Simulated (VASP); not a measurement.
# Ge3I (P-3m1) in VASP: single point with PBE

Aim: the single point of Ge3I with PBE.

All numbers are computed with VASP 6.6.1; they aren't measurements. Logs are shortened: lines on timing, memory, paths and dates and some standing lists are left out, and cuts for length are marked.

**1. The cell of the first run**

The structure is trigonal, space group P-3m1 (No. 164). Conventional cell: a = 4.378 Å, b = 4.378 Å, c = 14.691 Å, α = 90.00°, β = 90.00°, γ = 120.00°. Within 3.4 Å of Ge (site symmetry 3m) lie 7 Ge at 2.57 to 3.35 Å. Within 3.4 Å of Ge (site symmetry 3m) lie 1 I at 2.60 Å and 3 Ge at 2.60 Å. Ge (site symmetry 3m) has 9 Ge at 2.57 to 3.35 Å within 3.4 Å. Within 3.4 Å of I (site symmetry 3m) lie 1 Ge at 2.60 Å.

The cell was generated, and may not be a known phase.

**2. Single point, PBE**

Contents of INCAR:

```
  ALGO = Normal
  EDIFF = 1E-6
  ENCUT = 520
  GGA = PE
  ISIF = 2
  ISMEAR = 0
  LASPH = True
  LCHARG = False
  LREAL = False
  LWAVE = False
  NBANDS = 59
  NELM = 80
  PREC = Accurate
  SIGMA = 0.1
```

Contents of KPOINTS:

```
k-points
0
Gamma
  12 12 2
```

Contents of POSCAR:

```
Ge3I
1.0
    4.3780831020      0.0000000000      0.0000000000
   -2.1890415510      3.7915311862      0.0000000000
    0.0000000000      0.0000000000     14.6912369211
Ge I
6 2
Direct
    0.0000000000      0.0000000000      0.0909241729
    0.0000000000      0.0000000000      0.9090758271
    0.3333333333      0.6666666667      0.4787941648
    0.6666666667      0.3333333333      0.5212058352
    0.3333333333      0.6666666667      0.9413855840
    0.6666666667      0.3333333333      0.0586144160
    0.3333333333      0.6666666667      0.3018432027
    0.6666666667      0.3333333333      0.6981567973
```

Potentials or basis: VASP PAW PBE potentials, release 64 (Ge_d, I).

Command:

```console
> cat potpaw_PBE.64/Ge_d/POTCAR potpaw_PBE.64/I/POTCAR > POTCAR
> mpirun -np 1 vasp_std > vasp.out
```

OUTCAR:

```text
EDIFF = 1E-6
   ENCUT = 520
   GGA = PE
   ISIF = 2
   ISMEAR = 0
   LASPH = True
   LREAL = False
   NELM = 80
   PREC = Accurate

 ion  position               nearest neighbor table
   1  0.000  0.000  0.091-   6 2.57   6 2.57   6 2.57   2 2.67
   2  0.000  0.000  0.909-   5 2.57   5 2.57   5 2.57   1 2.67
   3  0.333  0.667  0.479-   7 2.60   4 2.60   4 2.60   4 2.60
   4  0.667  0.333  0.521-   8 2.60   3 2.60   3 2.60   3 2.60
   5  0.333  0.667  0.941-   2 2.57   2 2.57   2 2.57
   6  0.667  0.333  0.059-   1 2.57   1 2.57   1 2.57
   7  0.333  0.667  0.302-   3 2.60
   8  0.667  0.333  0.698-   4 2.60

  LATTYP: Found a hexagonal cell.
 ALAT       =     4.3780831020
 C/A-ratio  =     3.3556322662

  Lattice vectors:

 A1 = (   4.3780831020,   0.0000000000,   0.0000000000)
 A2 = (  -2.1890415510,   3.7915311862,   0.0000000000)
 A3 = (   0.0000000000,   0.0000000000,  14.6912369211)

Analysis of symmetry for initial positions (statically):
=====================================================================
 Subroutine PRICEL returns:
 Original cell was already a primitive cell.

 Routine SETGRP: Setting up the symmetry group for a
 hexagonal supercell.

 Subroutine GETGRP returns: Found 12 space group operations
 (whereof 12 operations were pure point group operations)
 out of a pool of 24 trial point group operations.

The static configuration has the point symmetry D_3d.

Analysis of symmetry for dynamics (positions and initial velocities):
=====================================================================
 Subroutine PRICEL returns:
 Original cell was already a primitive cell.

 Routine SETGRP: Setting up the symmetry group for a
 hexagonal supercell.

 Subroutine GETGRP returns: Found 12 space group operations
 (whereof 12 operations were pure point group operations)
 out of a pool of 24 trial point group operations.

The dynamic configuration has the point symmetry D_3d.

 Subroutine INISYM returns: Found 12 space group operations
 (whereof 12 operations are pure point group operations),
 and found     1 'primitive' translations

----------------------------------------------------------------------------------------

                                     Primitive cell

  volume of cell :     243.8692

  direct lattice vectors                    reciprocal lattice vectors
     4.378083102  0.000000000  0.000000000     0.228410466  0.131872844  0.000000000
    -2.189041551  3.791531186  0.000000000     0.000000000  0.263745688  0.000000000
     0.000000000  0.000000000 14.691236921     0.000000000  0.000000000  0.068067788

  length of vectors
     4.378083102  4.378083102 14.691236921     0.263745688  0.263745688  0.068067788

  position of ions in fractional coordinates (direct lattice)
     0.000000000  0.000000000  0.090924173
     0.000000000  0.000000000  0.909075827
     0.333333333  0.666666667  0.478794165
     0.666666667  0.333333333  0.521205835
     0.333333333  0.666666667  0.941385584
     0.666666667  0.333333333  0.058614416
     0.333333333  0.666666667  0.301843203
     0.666666667  0.333333333  0.698156797

  ion indices of the primitive-cell ions
   primitive index   ion index
                 1           1
                 2           2
                 3           3
                 4           4
                 5           5
                 6           6
                 7           7
                 8           8

----------------------------------------------------------------------------------------

 KPOINTS: k-points

Automatic generation of k-mesh.
 Grid dimensions read from file:
 generate k-points for:   12   12    2

 Generating k-lattice:

  Cartesian coordinates                     Fractional coordinates (reciprocal lattice)
     0.019034205  0.010989404  0.000000000     0.083333333  0.000000000  0.000000000
     0.000000000  0.021978807  0.000000000     0.000000000  0.083333333  0.000000000
     0.000000000  0.000000000  0.034033894     0.000000000  0.000000000  0.500000000

  Length of vectors
     0.021978807  0.021978807  0.034033894

  Shift w.r.t. Gamma in fractional coordinates (k-lattice)
     0.000000000  0.000000000  0.000000000

 Subroutine IBZKPT returns following result:
 ===========================================

 Found     38 irreducible k-points:

 Following reciprocal coordinates:
            Coordinates               Weight
  0.000000  0.000000  0.000000      1.000000
  0.083333  0.000000  0.000000      6.000000
  0.166667  0.000000  0.000000      6.000000
  0.250000  0.000000  0.000000      6.000000
  0.333333  0.000000  0.000000      6.000000
  0.416667 -0.000000  0.000000      6.000000
[... 16 lines left out ...]
  0.250000  0.000000  0.500000      6.000000
  0.333333  0.000000  0.500000      6.000000
 [... further k-points ...]
   k-points           NKPTS =     38   k-points in BZ     NKDIM =     38   number of bands    NBANDS=     59
   number of dos      NEDOS =    301   number of ions     NIONS =      8
   total plane-waves  NPLWV = 145152
   dimension x,y,z NGX =    36 NGY =   36 NGZ =  112
   dimension x,y,z NGXF=    72 NGYF=   72 NGZF=  224
   ions per type =               6   2
   NGX,Y,Z   is equivalent  to a cutoff of  13.67, 13.67, 12.67 a.u.
   NGXF,Y,Z  is equivalent  to a cutoff of  27.34, 27.34, 25.35 a.u.
 SYSTEM =  unknown system
   PREC   = accura    normal or accurate (medium, high low for compatibility)
   ISTART =      0    job   : 0-new  1-cont  2-samecut
   ICHARG =      2    charge: 1-file 2-atom 10-const
   ISPIN  =      1    spin polarized calculation?
   LNONCOLLINEAR =      F non collinear calculations
   LSORBIT =      F    spin-orbit coupling
   LASPH  =      T    aspherical Exc in radial PAW
   ENCUT  =  520.0 eV  38.22 Ry    6.18 a.u.   8.14  8.14 27.32*2*pi/ulx,y,z
   NELM   =     80;   NELMIN=  2; NELMDL= -5     # of ELM steps
   EDIFF  = 0.1E-05   stopping-criterion for ELM
   LREAL  =      F    real-space projection
   EDIFFG = 0.1E-04   stopping-criterion for IOM
   NSW    =      0    number of steps for IOM
   IBRION =     -1    ionic relax: 0-MD 1-quasi-New 2-CG
   NFREE  =      0    steps in history (QN), initial steepest desc. (CG)
   ISIF   =      2    stress and relaxation
   ISYM   =      2    0-nonsym 1-usesym 2-fastsym
   POTIM  = 0.5000    time-step for ionic-motion
   TEBEG  =    0.0;   TEEND  =   0.0 temperature during run
   PSTRESS=    0.0 pullay stress
   NELECT =      98.0000    total number of electrons
   NUPDOWN=      -1.0000    fix difference up-down
   EMIN   =  10.00;   EMAX   =-10.00  energy-range for DOS
   EFERMI =   0.00;   METHOD = LEGACY
   ISMEAR =     0;   SIGMA  =   0.10  broadening in eV -4-tet -1-fermi 0-gaus
   EFERMI_NEDOS =   21; number of points for ismear=-14 and -15
   IALGO  =     38    algorithm
   IMIX   =      4    mixing-type and parameters
     AMIX     =   0.40;   BMIX     =  1.00
     AMIX_MAG =   1.60;   BMIX_MAG =  1.00
  volume/ion in A,a.u.               =      30.48       205.71
  Fermi-wavevector in a.u.,A,eV,Ry     =   1.208086  2.282952 19.857320  1.459472
  Thomas-Fermi vector in A             =   2.343704
   LORBIT       =      0    0 simple, 1 ext, 2 COOP (PROOUT), +10 PAW based schemes
   GGA     = PE    functional components
   LHFCALC =     F    Hartree Fock is set to
   AEXX    =    0.0000 exact exchange contribution
   IVDW    =     0    specifies the selected vdW correction
   LEPSILON=     F    determine dielectric tensor
   LRPA    =     F    only Hartree local field effects (RPA)
 non-spin polarized calculation
 Gauss-broadening in eV      SIGMA  =   0.10
  energy-cutoff  :      520.00
  volume of cell :      243.87
 maximum number of plane-waves:      6589
 NGX is ok and might be reduce to    36
   NGX = 17   NGY = 17   NGZ = 55

 number of electron      97.9999953 magnetization

 Free energy of the ion-electron system (eV)
  ---------------------------------------------------
  ext. energy  EPLUGINS =         0.00000000
  ---------------------------------------------------
  free energy    TOTEN  =       -28.97402447 eV

  energy without entropy =      -28.96731075  energy(sigma->0) =      -28.97066761

 E-fermi :   3.5492     XC(G=0):  -8.7785

 val. band max:        3.4569531741   @ k =   0.2500   0.1667   0.0000
 cond. band min:       3.5589511567   @ k =   0.0833   0.0833   0.0000
 fundamental gap:      0.1019979826
 Fermi energy:         3.5491678805

 k-point     1 :       0.0000    0.0000    0.0000
  band No.  band energies     occupation
      1     -21.7158      2.00000
      2     -21.7036      2.00000
      3     -21.7036      2.00000
      4     -21.6864      2.00000
      5     -21.6864      2.00000
      6     -21.6556      2.00000
[... 51 lines left out ...]
     58       6.5321      0.00000
     59       6.9241      0.00000

 k-point     2 :       0.0833    0.0000    0.0000
  band No.  band energies     occupation
      1     -21.7171      2.00000
      2     -21.7078      2.00000
      3     -21.7061      2.00000
      4     -21.6841      2.00000
      5     -21.6831      2.00000
      6     -21.6520      2.00000
[... 51 lines left out ...]
     58       6.6815      0.00000
     59       7.0895      0.00000

 k-point     3 :       0.1667    0.0000    0.0000
  band No.  band energies     occupation
      1     -21.7203      2.00000
      2     -21.7152      2.00000
      3     -21.7109      2.00000
      4     -21.6799      2.00000
      5     -21.6771      2.00000
      6     -21.6430      2.00000
[... 1238 lines left out ...]
      5     -21.6710      2.00000
      6     -21.6325      2.00000
[... 51 lines left out ...]
     58       7.6127      0.00000
     59       7.6288      0.00000

 k-point    24 :       0.3333    0.0000    0.5000
  band No.  band energies     occupation
      1     -21.7282      2.00000
      2     -21.7262      2.00000
      3     -21.7188      2.00000
      4     -21.6749      2.00000
      5     -21.6653      2.00000
      6     -21.6276      2.00000
[... 51 lines left out ...]
     58       8.1718      0.00000
     59       8.2609      0.00000

 [... further k-points ...]
[... 5 lines left out ...]
  --------------------------------------------------------------------------------------
  -------------------------------------------------------------------------------------
  Total       -0.0023919     -0.0023919      0.0122169      0.0000000      0.0000000      0.0000000
  in kB       -0.0157144     -0.0157144      0.0802631      0.0000000      0.0000000      0.0000000
  external PRESSURE =       0.0162781 kB  Pullay stress =       0.0000000 kB

 VOLUME and BASIS-vectors are now :
 -----------------------------------------------------------------------------
  energy-cutoff  :      520.00
  volume of cell :      243.87
      direct lattice vectors                 reciprocal lattice vectors
     4.378083102  0.000000000  0.000000000     0.228410466  0.131872844  0.000000000
    -2.189041551  3.791531186  0.000000000     0.000000000  0.263745688  0.000000000
     0.000000000  0.000000000 14.691236921     0.000000000  0.000000000  0.068067788

 POSITION                                       TOTAL-FORCE (eV/Angst)
 -----------------------------------------------------------------------------------
      0.00000      0.00000      1.33579         0.000000     -0.000000      0.010255
      0.00000      0.00000     13.35545        -0.000000      0.000000     -0.010255
     -0.00000      2.52769      7.03408        -0.000000     -0.000000     -0.004292
      2.18904      1.26384      7.65716         0.000000      0.000000      0.004292
     -0.00000      2.52769     13.83012        -0.000000      0.000000      0.002408
      2.18904      1.26384      0.86112         0.000000     -0.000000     -0.002408
     -0.00000      2.52769      4.43445         0.000000     -0.000000      0.002351
      2.18904      1.26384     10.25679        -0.000000      0.000000     -0.002351
 -----------------------------------------------------------------------------------
    total drift:                                0.000000      0.000000      0.000000

  FREE ENERGIE OF THE ION-ELECTRON SYSTEM (eV)
  ---------------------------------------------------
  free  energy   TOTEN  =       -28.9740244720 eV

  energy  without entropy=      -28.9673107465  energy(sigma->0) =      -28.97066761
```

It took 14 min on 1 thread of Intel Xeon 6975P-C (Granite Rapids), shared host; peak memory 0.63 GiB.

What came out:

```
Free energy            : -28.9740 eV
Pressure               : 0.0 GPa
Largest force          : 0.010 eV/Å
Band gap on the k mesh : zero (bands 49 and 50 overlap by 1.37 eV)
```

Forces in eV/Å, atoms in the order of the input:
```
Ge   0.000  0.000  0.010
Ge   0.000  0.000 -0.010
Ge   0.000  0.000 -0.004
Ge   0.000  0.000  0.004
Ge   0.000  0.000  0.002
Ge   0.000  0.000 -0.002
I    0.000  0.000  0.002
I    0.000  0.000 -0.002
```

Caveat: spin-orbit coupling is left out, which moves the levels of the heavy elements.

The gap in the log of VASP goes by the Fermi energy; the results here count the filled bands.